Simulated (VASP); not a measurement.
# Hf (P6_3/mmc) in VASP: a series of runs

Hf is run at these levels: PBEsol; tasks: single point, relaxation of cell and atoms.

Program: VASP 6.6.1. These are calculated values, not measurements. Logs are shortened: lines on timing, memory, paths and dates and some standing lists are left out, and cuts for length are marked.

## 1. The cell of the first run

The structure is hexagonal, space group P6_3/mmc (No. 194). The conventional cell has a = 3.160 Å, b = 3.160 Å, c = 4.996 Å, α = 90.00°, β = 90.00°, γ = 120.00°. Within 4.1 Å of Hf (site symmetry -6m2) lie 12 Hf at 3.09 to 3.16 Å.

## 2. Single point, PBEsol

Contents of INCAR:

```
SYSTEM = Hf
  PREC = Accurate
  ENCUT = 520
  EDIFF = 1E-6
  ISMEAR = 0
  SIGMA = 0.1
  LREAL = .False.
  LASPH = .True.
  NELM = 80
  ALGO = Normal
  ISIF = 2
  LWAVE = .False.
  LCHARG = .False.
  GGA = PS
  NBANDS = 17
```

Contents of KPOINTS:

```
regular mesh
0
Gamma
  15 15 8
  0 0 0
```

Contents of POSCAR:

```
Hf
1.0
    3.1604218333      0.0000000000      0.0000000000
   -1.5802109166      2.7370055943      0.0000000000
    0.0000000000      0.0000000000      4.9959235724
Hf
2
Direct
    0.3333333333      0.6666666667      0.2500000000
    0.6666666667      0.3333333333      0.7500000000
```

Potentials or basis: VASP PAW PBE potentials, release 64 (Hf_pv).

Run with:

```bash
cat potpaw_PBE.64/Hf_pv/POTCAR > POTCAR
mpirun -np 1 vasp_std > vasp.out
```

OUTCAR:

```text
SYSTEM = Hf
   PREC = Accurate
   ENCUT = 520
   EDIFF = 1E-6
   ISMEAR = 0
   LREAL = .False.
   LASPH = .True.
   NELM = 80
   ISIF = 2
   GGA = PS

 ion  position               nearest neighbor table
   1  0.333  0.667  0.250-   2 3.09   2 3.09   2 3.09   2 3.09   2 3.09   2 3.09
   2  0.667  0.333  0.750-   1 3.09   1 3.09   1 3.09   1 3.09   1 3.09   1 3.09

  LATTYP: Found a hexagonal cell.
 ALAT       =     3.1604218333
 C/A-ratio  =     1.5807774518

  Lattice vectors:

 A1 = (   3.1604218333,   0.0000000000,   0.0000000000)
 A2 = (  -1.5802109166,   2.7370055943,   0.0000000000)
 A3 = (   0.0000000000,   0.0000000000,   4.9959235724)

Analysis of symmetry for initial positions (statically):
=====================================================================
 Subroutine PRICEL returns:
 Original cell was already a primitive cell.

 Routine SETGRP: Setting up the symmetry group for a
 hexagonal supercell.

 Subroutine GETGRP returns: Found 24 space group operations
 (whereof 12 operations were pure point group operations)
 out of a pool of 24 trial point group operations.

The static configuration has the point symmetry D_3d.
 The point group associated with its full space group is D_6h.

Analysis of symmetry for dynamics (positions and initial velocities):
=====================================================================
 Subroutine PRICEL returns:
 Original cell was already a primitive cell.

 Routine SETGRP: Setting up the symmetry group for a
 hexagonal supercell.

 Subroutine GETGRP returns: Found 24 space group operations
 (whereof 12 operations were pure point group operations)
 out of a pool of 24 trial point group operations.

The dynamic configuration has the point symmetry D_3d.
 The point group associated with its full space group is D_6h.

 Subroutine INISYM returns: Found 24 space group operations
 (whereof 12 operations are pure point group operations),
 and found     1 'primitive' translations

----------------------------------------------------------------------------------------

                                     Primitive cell

  volume of cell :      43.2152

  direct lattice vectors                    reciprocal lattice vectors
     3.160421833  0.000000000  0.000000000     0.316413458  0.182681395  0.000000000
    -1.580210917  2.737005594  0.000000000     0.000000000  0.365362790  0.000000000
     0.000000000  0.000000000  4.995923572     0.000000000  0.000000000  0.200163190

  length of vectors
     3.160421833  3.160421833  4.995923572     0.365362790  0.365362790  0.200163190

  position of ions in fractional coordinates (direct lattice)
     0.333333333  0.666666667  0.250000000
     0.666666667  0.333333333  0.750000000

  ion indices of the primitive-cell ions
   primitive index   ion index
                 1           1
                 2           2

----------------------------------------------------------------------------------------

 KPOINTS: regular mesh

Automatic generation of k-mesh.
 Grid dimensions read from file:
 generate k-points for:   15   15    8

 Generating k-lattice:

  Cartesian coordinates                     Fractional coordinates (reciprocal lattice)
     0.021094231  0.012178760  0.000000000     0.066666667  0.000000000  0.000000000
     0.000000000  0.024357519  0.000000000     0.000000000  0.066666667  0.000000000
     0.000000000  0.000000000  0.025020399     0.000000000  0.000000000  0.125000000

  Length of vectors
     0.024357519  0.024357519  0.025020399

  Shift w.r.t. Gamma in fractional coordinates (k-lattice)
     0.000000000  0.000000000  0.000000000

 Subroutine IBZKPT returns following result:
 ===========================================

 Found    135 irreducible k-points:

 Following reciprocal coordinates:
            Coordinates               Weight
  0.000000  0.000000  0.000000      1.000000
  0.066667 -0.000000  0.000000      6.000000
  0.133333  0.000000  0.000000      6.000000
  0.200000 -0.000000  0.000000      6.000000
  0.266667  0.000000  0.000000      6.000000
  0.333333  0.000000  0.000000      6.000000
[... 16 lines left out ...]
  0.333333  0.200000  0.000000     12.000000
  0.400000  0.200000  0.000000      6.000000
 [... further k-points ...]
   k-points           NKPTS =    135   k-points in BZ     NKDIM =    135   number of bands    NBANDS=     17
   number of dos      NEDOS =    301   number of ions     NIONS =      2
   total plane-waves  NPLWV =  23040
   dimension x,y,z NGX =    24 NGY =   24 NGZ =   40
   dimension x,y,z NGXF=    48 NGYF=   48 NGZF=   80
   ions per type =               2
   NGX,Y,Z   is equivalent  to a cutoff of  12.62, 12.62, 13.31 a.u.
   NGXF,Y,Z  is equivalent  to a cutoff of  25.25, 25.25, 26.62 a.u.
 SYSTEM =  Hf
   PREC   = accura    normal or accurate (medium, high low for compatibility)
   ISTART =      0    job   : 0-new  1-cont  2-samecut
   ICHARG =      2    charge: 1-file 2-atom 10-const
   ISPIN  =      1    spin polarized calculation?
   LNONCOLLINEAR =      F non collinear calculations
   LSORBIT =      F    spin-orbit coupling
   LASPH  =      T    aspherical Exc in radial PAW
   ENCUT  =  520.0 eV  38.22 Ry    6.18 a.u.   5.88  5.88  9.29*2*pi/ulx,y,z
   NELM   =     80;   NELMIN=  2; NELMDL= -5     # of ELM steps
   EDIFF  = 0.1E-05   stopping-criterion for ELM
   LREAL  =      F    real-space projection
   EDIFFG = 0.1E-04   stopping-criterion for IOM
   NSW    =      0    number of steps for IOM
   IBRION =     -1    ionic relax: 0-MD 1-quasi-New 2-CG
   NFREE  =      0    steps in history (QN), initial steepest desc. (CG)
   ISIF   =      2    stress and relaxation
   ISYM   =      2    0-nonsym 1-usesym 2-fastsym
   POTIM  = 0.5000    time-step for ionic-motion
   TEBEG  =    0.0;   TEEND  =   0.0 temperature during run
   PSTRESS=    0.0 pullay stress
   NELECT =      20.0000    total number of electrons
   NUPDOWN=      -1.0000    fix difference up-down
   EMIN   =  10.00;   EMAX   =-10.00  energy-range for DOS
   EFERMI =   0.00;   METHOD = LEGACY
   ISMEAR =     0;   SIGMA  =   0.10  broadening in eV -4-tet -1-fermi 0-gaus
   EFERMI_NEDOS =   21; number of points for ismear=-14 and -15
   IALGO  =     38    algorithm
   IMIX   =      4    mixing-type and parameters
     AMIX     =   0.40;   BMIX     =  1.00
     AMIX_MAG =   1.60;   BMIX_MAG =  1.00
  volume/ion in A,a.u.               =      21.61       145.82
  Fermi-wavevector in a.u.,A,eV,Ry     =   1.266308  2.392975 21.817428  1.603536
  Thomas-Fermi vector in A             =   2.399515
   LORBIT       =      0    0 simple, 1 ext, 2 COOP (PROOUT), +10 PAW based schemes
   GGA     = PS    functional components
   LHFCALC =     F    Hartree Fock is set to
   AEXX    =    0.0000 exact exchange contribution
   IVDW    =     0    specifies the selected vdW correction
   LEPSILON=     F    determine dielectric tensor
   LRPA    =     F    only Hartree local field effects (RPA)
 non-spin polarized calculation
 Gauss-broadening in eV      SIGMA  =   0.10
  energy-cutoff  :      520.00
  volume of cell :       43.22
 maximum number of plane-waves:      1194
 NGX is ok and might be reduce to    24
   NGX = 11   NGY = 11   NGZ = 19

 number of electron      19.9999996 magnetization

 Free energy of the ion-electron system (eV)
  ---------------------------------------------------
  ext. energy  EPLUGINS =         0.00000000
  ---------------------------------------------------
  free energy    TOTEN  =       -21.01007074 eV

  energy without entropy =      -21.00263157  energy(sigma->0) =      -21.00635115

 E-fermi :   5.0068     XC(G=0): -11.5511

 val. band max:        4.9872628964   @ k =   0.0667   0.0667   0.1250
 cond. band min:       5.0202283043   @ k =   0.0667  -0.0000   0.5000
 fundamental gap:      0.0329654079
 Fermi energy:         5.0068296235

 k-point     1 :       0.0000    0.0000    0.0000
  band No.  band energies     occupation
      1     -26.0118      2.00000
      2     -25.1696      2.00000
      3     -25.1696      2.00000
      4     -25.0294      2.00000
      5     -25.0252      2.00000
      6     -25.0252      2.00000
[... 9 lines left out ...]
     16       7.6835      0.00000
     17      10.5135      0.00000

 k-point     2 :       0.0667   -0.0000    0.0000
  band No.  band energies     occupation
      1     -25.9988      2.00000
      2     -25.1976      2.00000
      3     -25.1790      2.00000
      4     -25.0549      2.00000
      5     -25.0354      2.00000
      6     -25.0289      2.00000
[... 9 lines left out ...]
     16       7.5467      0.00000
     17      10.6272      0.00000

 k-point     3 :       0.1333    0.0000    0.0000
  band No.  band energies     occupation
      1     -25.9608      2.00000
      2     -25.2768      2.00000
      3     -25.2051      2.00000
      4     -25.1374      2.00000
      5     -25.0534      2.00000
      6     -25.0398      2.00000
[... 9 lines left out ...]
     16       7.5331      0.00000
     17      10.8908      0.00000

 k-point     4 :       0.2000   -0.0000    0.0000
  band No.  band energies     occupation
      1     -25.9011      2.00000
      2     -25.3936      2.00000
      3     -25.2547      2.00000
      4     -25.2421      2.00000
      5     -25.0836      2.00000
      6     -25.0569      2.00000
[... 9 lines left out ...]
     16       8.1300      0.00000
     17      11.1783      0.00000

 k-point     5 :       0.2667    0.0000    0.0000
  band No.  band energies     occupation
      1     -25.8253      2.00000
      2     -25.5274      2.00000
      3     -25.3839      2.00000
      4     -25.2830      2.00000
      5     -25.1254      2.00000
      6     -25.0776      2.00000
[... 9 lines left out ...]
     16       8.9128      0.00000
     17      11.4161      0.00000

 k-point     6 :       0.3333    0.0000    0.0000
  band No.  band energies     occupation
      1     -25.7412      2.00000
      2     -25.6548      2.00000
      3     -25.5027      2.00000
      4     -25.3210      2.00000
      5     -25.1769      2.00000
      6     -25.0983      2.00000
[... 9 lines left out ...]
     16       9.8110      0.00000
     17      11.5813      0.00000

 k-point     7 :       0.4000    0.0000    0.0000
  band No.  band energies     occupation
      1     -25.7537      2.00000
      2     -25.6608      2.00000
      3     -25.5928      2.00000
      4     -25.3501      2.00000
      5     -25.2317      2.00000
      6     -25.1148      2.00000
[... 9 lines left out ...]
     16      10.7162      0.00000
     17      11.6793      0.00000

 k-point     8 :       0.4667   -0.0000    0.0000
  band No.  band energies     occupation
      1     -25.8075      2.00000
      2     -25.6411      2.00000
      3     -25.6053      2.00000
      4     -25.3657      2.00000
      5     -25.2730      2.00000
      6     -25.1240      2.00000
[... 9 lines left out ...]
     16      11.6273      0.00000
     17      11.7236      0.00000
[... 203 lines left out ...]
      1     -25.7286      2.00000
      2     -25.6325      2.00000
      3     -25.5888      2.00000
      4     -25.3910      2.00000
      5     -25.2519      2.00000
      6     -25.1825      2.00000
[... 9 lines left out ...]
     16      11.3688      0.00000
     17      11.5842      0.00000

 k-point    20 :       0.4000    0.1333    0.0000
  band No.  band energies     occupation
      1     -25.7771      2.00000
      2     -25.6148      2.00000
      3     -25.5754      2.00000
      4     -25.4210      2.00000
      5     -25.2961      2.00000
      6     -25.1952      2.00000
[... 9 lines left out ...]
     16      11.3910      0.00000
     17      12.2452      0.00000

 k-point    21 :       0.2000    0.2000    0.0000
  band No.  band energies     occupation
      1     -25.7192      2.00000
      2     -25.5854      2.00000
      3     -25.5647      2.00000
      4     -25.3232      2.00000
      5     -25.1909      2.00000
      6     -25.1835      2.00000
[... 9 lines left out ...]
     16      10.5940      0.00000
     17      11.2121      0.00000

 k-point    22 :       0.2667    0.2000    0.0000
  band No.  band energies     occupation
      1     -25.6710      2.00000
      2     -25.6391      2.00000
      3     -25.5924      2.00000
      4     -25.3878      2.00000
      5     -25.2468      2.00000
      6     -25.2307      2.00000
[... 9 lines left out ...]
     16      11.1917      0.00000
     17      11.5547      0.00000

 k-point    23 :       0.3333    0.2000    0.0000
  band No.  band energies     occupation
      1     -25.7288      2.00000
      2     -25.5932      2.00000
      3     -25.5660      2.00000
      4     -25.4510      2.00000
      5     -25.3033      2.00000
      6     -25.2608      2.00000
[... 9 lines left out ...]
     16      11.1742      0.00000
     17      12.1318      0.00000

 k-point    24 :       0.4000    0.2000    0.0000
  band No.  band energies     occupation
      1     -25.7489      2.00000
      2     -25.5857      2.00000
      3     -25.5305      2.00000
      4     -25.4817      2.00000
      5     -25.3330      2.00000
      6     -25.2711      2.00000
[... 9 lines left out ...]
     16      11.1671      0.00000
     17      11.6752      0.00000

 [... further k-points ...]

------------------------ aborting loop because EDIFF is reached ----------------------------------------

  FORCE on cell =-STRESS in cart. coord.  units (eV):
  Direction    XX          YY          ZZ          XY          YZ          ZX
  --------------------------------------------------------------------------------------
  -------------------------------------------------------------------------------------
  Total       -0.0905881     -0.0905881     -0.1218306     -0.0000000      0.0000000     -0.0000000
  in kB       -3.3584990     -3.3584990     -4.5167951     -0.0000000      0.0000000     -0.0000000
  external PRESSURE =      -3.7445977 kB  Pullay stress =       0.0000000 kB

 VOLUME and BASIS-vectors are now :
 -----------------------------------------------------------------------------
  energy-cutoff  :      520.00
  volume of cell :       43.22
      direct lattice vectors                 reciprocal lattice vectors
     3.160421833  0.000000000  0.000000000     0.316413458  0.182681395  0.000000000
    -1.580210917  2.737005594  0.000000000     0.000000000  0.365362790  0.000000000
     0.000000000  0.000000000  4.995923572     0.000000000  0.000000000  0.200163190

 POSITION                                       TOTAL-FORCE (eV/Angst)
 -----------------------------------------------------------------------------------
     -0.00000      1.82467      1.24898        -0.000000      0.000000      0.000000
      1.58021      0.91234      3.74694         0.000000     -0.000000      0.000000
 -----------------------------------------------------------------------------------
    total drift:                                0.000000     -0.000000      0.000000

  FREE ENERGIE OF THE ION-ELECTRON SYSTEM (eV)
  ---------------------------------------------------
  free  energy   TOTEN  =       -21.0100707361 eV

  energy  without entropy=      -21.0026315738  energy(sigma->0) =      -21.00635115
```

Wall time 3.1 min (1 thread of AMD EPYC 7R13, shared host); peak memory 0.19 GiB.

Results:

```yaml
Free_energy: -21.0101 eV
Pressure: -0.4 GPa
Band_gap_on_the_k_mesh: zero (band 10 reaches 6.17 eV, above the bottom of band 11 at 4.56 eV)
```

Caveat: the PAW data sets were made with another functional, which shifts forces and pressure a little; spin-orbit coupling is left out, which moves the levels of the heavy elements.

## 3. Relaxation of cell and atoms, PBEsol

This run uses another cell than the first one, of 22.26 Å³/atom, 1.030 times its volume.

Contents of INCAR:

```
ALGO = Fast ; EDIFF = 1E-6
EDIFFG = -0.005 ; ENCUT = 600
GGA = PS ; IBRION = 2
ISIF = 3 ; ISMEAR = 0
LASPH = True ; LCHARG = False
LREAL = False ; LWAVE = False
NELM = 80 ; NSW = 100
PREC = Accurate ; SIGMA = 0.1
```

Contents of KPOINTS:

```
k-points
0
Gamma
  15 15 8
```

Contents of POSCAR:

```
Hf
1.0
    3.1923846315      0.0000000000      0.0000000000
   -1.5961923157      2.7646861895      0.0000000000
    0.0000000000      0.0000000000      5.0450416400
Hf
2
Direct
    0.3333333300      0.6666666700      0.2500000000
    0.6666666700      0.3333333300      0.7500000000
```

Potentials or basis: VASP PAW PBE potentials, release 64 (Hf_pv).

Run with:

```bash
cat potpaw_PBE.64/Hf_pv/POTCAR > POTCAR
mpirun -np 1 vasp_std > vasp.out
```

Run time: 10 min. Hardware: 1 thread of AMD EPYC 7R13, shared host; peak memory 0.22 GiB.

Results (log left out):

| Item | Value |
| --- | --- |
| Free energy | -21.0108 eV |
| Relaxed volume | 21.54 Å³/atom |
| Relaxed cell | a = 3.158 Å, b = 3.158 Å, c = 4.989 Å, α = 90.00°, β = 90.00°, γ = 120.00° |
| Space group after relaxing (to 0.05 Å) | P6_3/mmc (No. 194) |
| Energy gained by relaxing | 8.4 meV/atom |
| Ionic steps | 3 |
| Pressure after relaxing | 0.0 GPa |
| Band gap on the k mesh | zero (band 10 reaches 6.19 eV, above the bottom of band 11 at 4.58 eV) |

Step by step:
| step | energy change (eV) | largest force (eV/Å) | pressure (GPa) | volume (Å³) |
| --- | --- | --- | --- | --- |
| 1 | 0.0000 | 0.0000 | -3.60 | 44.53 |
| 2 | 0.0086 | 0.0000 | 4.95 | 41.38 |
| 3 | -0.0167 | 0.0000 | -0.02 | 43.09 |

Final structure:
```xyz
2
Lattice="3.1580 0.0000 0.0000 -1.5790 2.7349 0.0000 0.0000 0.0000 4.9886" Properties=species:S:1:pos:R:3 pbc="T T T"
Hf    0.0000    1.8233    1.2472
Hf    1.5790    0.9116    3.7415
```

Levels at points of the mesh, in eV from the Fermi level:
```
           k point  band 6  band 7  band 8  band 9  band 10  band 11  band 12  band 13  band 14
(0.00, 0.00, 0.00)  -30.02   -7.52   -3.84    0.82     1.17     1.17     1.48     2.03     2.03
(0.00, 0.00, 0.50)  -30.10   -5.47   -5.47    0.14     0.14     1.05     1.05     1.05     1.05
```

Caveat: the PAW data sets were made with another functional, which shifts forces and pressure a little; spin-orbit coupling is left out, which moves the levels of the heavy elements.
